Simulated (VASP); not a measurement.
# Ti (Im-3m) in VASP: a series of runs

The runs below take Ti through single point, with PBEsol.

Everything below comes from runs of VASP 6.6.1. Logs are shortened: lines on timing, memory, paths and dates and some standing lists are left out, and cuts for length are marked.

## Step 1: The cell of the first run

The structure is cubic, space group Im-3m (No. 229). The conventional cell has a = 3.005 Å, b = 3.005 Å, c = 3.005 Å, α = 90.00°, β = 90.00°, γ = 90.00°. Ti (site symmetry m-3m) has 14 Ti at 2.60 to 3.00 Å within 3.4 Å.

This isn't the form of Ti at room conditions, which is hcp.

## Step 2: Single point, PBEsol, collinear spin (13.56 Å³/atom)

Contents of INCAR:

```
  PREC = Accurate
  ENCUT = 520
  EDIFF = 1E-6
  ISMEAR = 0
  SIGMA = 0.15
  LREAL = F
  LASPH = T
  NELM = 150
  ALGO = Fast
  ISIF = 2
  LWAVE = F
  LCHARG = F
  ISPIN = 2
  MAGMOM = 1
  LORBIT = 11
  NUPDOWN = 1.0
  LMAXMIX = 4
  GGA = PS
  NBANDS = 16
```

Contents of KPOINTS:

```
regular mesh
0
Gamma
  22 22 22
```

Contents of POSCAR:

```
Ti
1.0
   -1.5023666344      1.5023666344      1.5023666344
    1.5023666344     -1.5023666344      1.5023666344
    1.5023666344      1.5023666344     -1.5023666344
Ti
1
Direct
    0.0000000000      0.0000000000      0.0000000000
```

Potentials or basis: VASP PAW PBE potentials, release 64 (Ti_sv).

Run with:

```
cat potpaw_PBE.64/Ti_sv/POTCAR > POTCAR
mpirun -np 1 vasp_std > vasp.out
```

OUTCAR:

```text
PREC = Accurate
   ENCUT = 520
   EDIFF = 1E-6
   ISMEAR = 0
   LREAL = F
   LASPH = T
   NELM = 150
   ISIF = 2
   ISPIN = 2
   LORBIT = 11
   NUPDOWN = 1.0
   GGA = PS

 ion  position               nearest neighbor table
   1  0.000  0.000  0.000-

  LATTYP: Found a body centered cubic cell.
 ALAT       =     3.0047332688

  Lattice vectors:

 A1 = (  -1.5023666344,   1.5023666344,   1.5023666344)
 A2 = (   1.5023666344,  -1.5023666344,   1.5023666344)
 A3 = (   1.5023666344,   1.5023666344,  -1.5023666344)

Analysis of symmetry for initial positions (statically):
=====================================================================
 Subroutine PRICEL returns:
 Original cell was already a primitive cell.

 Routine SETGRP: Setting up the symmetry group for a
 body centered cubic supercell.

 Subroutine GETGRP returns: Found 48 space group operations
 (whereof 48 operations were pure point group operations)
 out of a pool of 48 trial point group operations.

The static configuration has the point symmetry O_h .

Analysis of symmetry for dynamics (positions and initial velocities):
=====================================================================
 Subroutine PRICEL returns:
 Original cell was already a primitive cell.

 Routine SETGRP: Setting up the symmetry group for a
 body centered cubic supercell.

 Subroutine GETGRP returns: Found 48 space group operations
 (whereof 48 operations were pure point group operations)
 out of a pool of 48 trial point group operations.

The dynamic configuration has the point symmetry O_h .

Analysis of structural, dynamic, and magnetic symmetry:
=====================================================================
 Subroutine PRICEL returns:
 Original cell was already a primitive cell.

 Routine SETGRP: Setting up the symmetry group for a
 body centered cubic supercell.

 Subroutine GETGRP returns: Found 48 space group operations
 (whereof 48 operations were pure point group operations)
 out of a pool of 48 trial point group operations.

The overall configuration has the point symmetry O_h .

 Subroutine INISYM returns: Found 48 space group operations
 (whereof 48 operations are pure point group operations),
 and found     1 'primitive' translations

----------------------------------------------------------------------------------------

                                     Primitive cell

  volume of cell :      13.5640

  direct lattice vectors                    reciprocal lattice vectors
    -1.502366634  1.502366634  1.502366634     0.000000000  0.332808243  0.332808243
     1.502366634 -1.502366634  1.502366634     0.332808243  0.000000000  0.332808243
     1.502366634  1.502366634 -1.502366634     0.332808243  0.332808243  0.000000000

  length of vectors
     2.602175342  2.602175342  2.602175342     0.470661931  0.470661931  0.470661931

  position of ions in fractional coordinates (direct lattice)
     0.000000000  0.000000000  0.000000000

  ion indices of the primitive-cell ions
   primitive index   ion index
                 1           1

----------------------------------------------------------------------------------------

 KPOINTS: regular mesh

Automatic generation of k-mesh.
 Grid dimensions read from file:
 generate k-points for:   22   22   22

 Generating k-lattice:

  Cartesian coordinates                     Fractional coordinates (reciprocal lattice)
     0.000000000  0.015127647  0.015127647     0.045454545  0.000000000  0.000000000
     0.015127647  0.000000000  0.015127647     0.000000000  0.045454545  0.000000000
     0.015127647  0.015127647  0.000000000     0.000000000  0.000000000  0.045454545

  Length of vectors
     0.021393724  0.021393724  0.021393724

  Shift w.r.t. Gamma in fractional coordinates (k-lattice)
     0.000000000  0.000000000  0.000000000

 Subroutine IBZKPT returns following result:
 ===========================================

 Found    328 irreducible k-points:

 Following reciprocal coordinates:
            Coordinates               Weight
  0.000000  0.000000  0.000000      1.000000
  0.045455  0.000000  0.000000     12.000000
  0.090909  0.000000  0.000000     12.000000
  0.136364  0.000000  0.000000     12.000000
  0.181818  0.000000  0.000000     12.000000
  0.227273  0.000000  0.000000     12.000000
[... 16 lines left out ...]
  0.090909  0.090909  0.000000     24.000000
  0.136364  0.090909  0.000000     48.000000
 [... further k-points ...]
   k-points           NKPTS =    328   k-points in BZ     NKDIM =    328   number of bands    NBANDS=     16
   number of dos      NEDOS =    301   number of ions     NIONS =      1
   total plane-waves  NPLWV =   8000
   dimension x,y,z NGX =    20 NGY =   20 NGZ =   20
   dimension x,y,z NGXF=    40 NGYF=   40 NGZF=   40
   ions per type =               1
   NGX,Y,Z   is equivalent  to a cutoff of  12.78, 12.78, 12.78 a.u.
   NGXF,Y,Z  is equivalent  to a cutoff of  25.55, 25.55, 25.55 a.u.
 SYSTEM =  unknown system
   PREC   = accura    normal or accurate (medium, high low for compatibility)
   ISTART =      0    job   : 0-new  1-cont  2-samecut
   ICHARG =      2    charge: 1-file 2-atom 10-const
   ISPIN  =      2    spin polarized calculation?
   LNONCOLLINEAR =      F non collinear calculations
   LSORBIT =      F    spin-orbit coupling
   LASPH  =      T    aspherical Exc in radial PAW
   ENCUT  =  520.0 eV  38.22 Ry    6.18 a.u.   4.84  4.84  4.84*2*pi/ulx,y,z
   NELM   =    150;   NELMIN=  2; NELMDL= -5     # of ELM steps
   EDIFF  = 0.1E-05   stopping-criterion for ELM
   LREAL  =      F    real-space projection
   EDIFFG = 0.1E-04   stopping-criterion for IOM
   NSW    =      0    number of steps for IOM
   IBRION =     -1    ionic relax: 0-MD 1-quasi-New 2-CG
   NFREE  =      0    steps in history (QN), initial steepest desc. (CG)
   ISIF   =      2    stress and relaxation
   ISYM   =      2    0-nonsym 1-usesym 2-fastsym
   POTIM  = 0.5000    time-step for ionic-motion
   TEBEG  =    0.0;   TEEND  =   0.0 temperature during run
   PSTRESS=    0.0 pullay stress
   NELECT =      12.0000    total number of electrons
   NUPDOWN=       1.0000    fix difference up-down
   EMIN   =  10.00;   EMAX   =-10.00  energy-range for DOS
   EFERMI =   0.00;   METHOD = LEGACY
   ISMEAR =     0;   SIGMA  =   0.15  broadening in eV -4-tet -1-fermi 0-gaus
   EFERMI_NEDOS =   21; number of points for ismear=-14 and -15
   IALGO  =     68    algorithm
   IMIX   =      4    mixing-type and parameters
     AMIX     =   0.40;   BMIX     =  1.00
     AMIX_MAG =   1.60;   BMIX_MAG =  1.00
  volume/ion in A,a.u.               =      13.56        91.53
  Fermi-wavevector in a.u.,A,eV,Ry     =   1.571590  2.969875 33.604973  2.469896
  Thomas-Fermi vector in A             =   2.673151
   LORBIT       =     11    0 simple, 1 ext, 2 COOP (PROOUT), +10 PAW based schemes
   GGA     = PS    functional components
   LHFCALC =     F    Hartree Fock is set to
   AEXX    =    0.0000 exact exchange contribution
   IVDW    =     0    specifies the selected vdW correction
   LEPSILON=     F    determine dielectric tensor
   LRPA    =     F    only Hartree local field effects (RPA)
 spin polarized calculation
 RMM-DIIS sequential band-by-band and
 Gauss-broadening in eV      SIGMA  =   0.15
  energy-cutoff  :      520.00
  volume of cell :       13.56
 maximum number of plane-waves:       376
   NGX =  9   NGY =  9   NGZ =  9

 number of electron      11.9999996 magnetization       1.0000000

 Free energy of the ion-electron system (eV)
  ---------------------------------------------------
  ext. energy  EPLUGINS =         0.00000000
  ---------------------------------------------------
  free energy    TOTEN  =        -7.89499175 eV

  energy without entropy =       -7.87570192  energy(sigma->0) =       -7.88534683

 E-fermi :  10.5632     XC(G=0): -12.8422

 val. band max:       10.9858968144   @ k =  -0.4091   0.4545   0.0909
 cond. band min:      10.5638067889   @ k =   0.2273   0.1364   0.0909
 fundamental gap:     -0.4220900255
 Fermi energy:        10.9862136010

 spin component 1

 k-point     1 :       0.0000    0.0000    0.0000
  band No.  band energies     occupation
      1     -45.4218      1.00000
      2     -20.9239      1.00000
      3     -20.9239      1.00000
      4     -20.9239      1.00000
      5       4.0358      1.00000
      6      11.5523      0.00000
[... 8 lines left out ...]
     15      37.8085      0.00000
     16      43.2286      0.00000

 k-point     2 :       0.0455    0.0000    0.0000
  band No.  band energies     occupation
      1     -45.4148      1.00000
      2     -20.9560      1.00000
      3     -20.9332      1.00000
      4     -20.9242      1.00000
      5       4.1274      1.00000
      6      11.5050      0.00000
[... 8 lines left out ...]
     15      37.9140      0.00000
     16      42.1302      0.00000
[... 387 lines left out ...]
      5       5.0664      1.00000
      6      11.1231      0.09850
[... 8 lines left out ...]
     15      37.5932      0.00000
     16      39.2964      0.00000

 k-point    24 :       0.1364    0.0909    0.0000
  band No.  band energies     occupation
      1     -45.3038      1.00000
      2     -21.4411      1.00000
      3     -21.0533      1.00000
      4     -20.9647      1.00000
      5       5.5985      1.00000
      6      10.8915      0.81416
[... 8 lines left out ...]
     15      36.1534      0.00000
     16      39.8982      0.00000

 [... further k-points ...]

 spin component 2

 k-point     1 :       0.0000    0.0000    0.0000
  band No.  band energies     occupation
      1     -44.7917      1.00000
      2     -20.2971      1.00000
      3     -20.2971      1.00000
      4     -20.2971      1.00000
      5       4.8520      1.00000
      6      12.3860      0.00000
[... 8 lines left out ...]
     15      38.4283      0.00000
     16      44.6098      0.00000

 k-point     2 :       0.0455    0.0000    0.0000
  band No.  band energies     occupation
      1     -44.7848      1.00000
      2     -20.3287      1.00000
      3     -20.3061      1.00000
      4     -20.2975      1.00000
      5       4.9433      1.00000
      6      12.3390      0.00000
[... 8 lines left out ...]
     15      38.5426      0.00000
     16      43.0031      0.00000
[... 387 lines left out ...]
      5       5.8797      1.00000
      6      11.9554      0.00000
[... 8 lines left out ...]
     15      38.4625      0.00000
     16      40.0043      0.00000

 k-point    24 :       0.1364    0.0909    0.0000
  band No.  band energies     occupation
      1     -44.6753      1.00000
      2     -20.8056      1.00000
      3     -20.4239      1.00000
      4     -20.3375      1.00000
      5       6.4105      1.00000
      6      11.7218      0.00000
[... 8 lines left out ...]
     15      36.9695      0.00000
     16      40.6936      0.00000

 [... further k-points ...]

------------------------ aborting loop because EDIFF is reached ----------------------------------------

  FORCE on cell =-STRESS in cart. coord.  units (eV):
  Direction    XX          YY          ZZ          XY          YZ          ZX
  --------------------------------------------------------------------------------------
  -------------------------------------------------------------------------------------
  Total        2.9873081      2.9873081      2.9873081     -0.0000000      0.0000000     -0.0000000
  in kB      352.8603111    352.8603111    352.8603111     -0.0000000      0.0000000     -0.0000000
  external PRESSURE =     352.8603111 kB  Pullay stress =       0.0000000 kB

 VOLUME and BASIS-vectors are now :
 -----------------------------------------------------------------------------
  energy-cutoff  :      520.00
  volume of cell :       13.56
      direct lattice vectors                 reciprocal lattice vectors
    -1.502366634  1.502366634  1.502366634     0.000000000  0.332808243  0.332808243
     1.502366634 -1.502366634  1.502366634     0.332808243  0.000000000  0.332808243
     1.502366634  1.502366634 -1.502366634     0.332808243  0.332808243  0.000000000

 POSITION                                       TOTAL-FORCE (eV/Angst)
 -----------------------------------------------------------------------------------
      0.00000      0.00000      0.00000        -0.000000      0.000000      0.000000
 -----------------------------------------------------------------------------------
    total drift:                                0.000000     -0.000000      0.000000

  FREE ENERGIE OF THE ION-ELECTRON SYSTEM (eV)
  ---------------------------------------------------
  free  energy   TOTEN  =        -7.8949917494 eV

  energy  without entropy=       -7.8757019186  energy(sigma->0) =       -7.88534683

 total charge

# of ion       s       p       d       tot
------------------------------------------
    1        2.301   6.161   2.167  10.630

 magnetization (x)

# of ion       s       p       d       tot
------------------------------------------
    1        0.010   0.079   0.672   0.761
```

Run time: 3.6 min. Hardware: 1 thread of Intel Xeon 8259CL, shared host; peak memory 0.22 GiB.

What came out:

| Property | Result |
| --- | --- |
| Free energy | -7.8950 eV |
| Pressure | 35.3 GPa |
| Net moment | 1.00 μB per cell |
| Site moments | Ti +0.76 μB |
| Valence electrons inside the program's atomic spheres | Ti 10.63 |

Caveat: the cell stands under pressure; the PAW data sets were made with another functional, which shifts forces and pressure a little; the total moment is fixed, so each spin has its own Fermi level.

## Step 3: Single point, PBEsol, collinear spin (13.56 Å³/atom)

Contents of INCAR:

```
ALGO     = Fast           # electronic algorithm
EDIFF    = 1E-6           # SCF threshold, eV
ENCUT    = 520            # plane-wave cutoff, eV
GGA      = PS             # functional
ISIF     = 2              # what is computed and relaxed
ISMEAR   = 0              # smearing method
ISPIN    = 2              # spin polarisation
LASPH    = T              # aspherical terms in the spheres
LCHARG   = F              # write CHGCAR
LMAXMIX  = 4              # l up to which the mixer works
LORBIT   = 11             # projections on sites
LREAL    = F              # projectors in reciprocal space
LWAVE    = F              # write WAVECAR
MAGMOM   = 0.25           # initial moments
NBANDS   = 16             # bands
NELM     = 150            # most SCF steps
NUPDOWN  = 0.25           # fixed moment
PREC     = Accurate       # precision mode
SIGMA    = 0.15           # smearing width, eV
```

Contents of KPOINTS:

```
k-points
0
Gamma
  22 22 22
```

POSCAR is that of step 2.

Potentials or basis: VASP PAW PBE potentials, release 64 (Ti_sv).

Run with:

```
cat potpaw_PBE.64/Ti_sv/POTCAR > POTCAR
mpirun -np 1 vasp_std > vasp.out
```

Run time: 3.4 min. Hardware: 1 thread of Intel Xeon 8259CL, shared host; peak memory 0.22 GiB.

Results (log left out):

```
Free energy                                           : -7.9983 eV
Pressure                                              : 30.2 GPa
Net moment                                            : 0.25 μB per cell
Site moments                                          : Ti +0.19 μB
Valence electrons inside the program's atomic spheres : Ti 10.63
```

Caveat: the cell stands under pressure; the PAW data sets were made with another functional, which shifts forces and pressure a little; the total moment is fixed, so each spin has its own Fermi level.
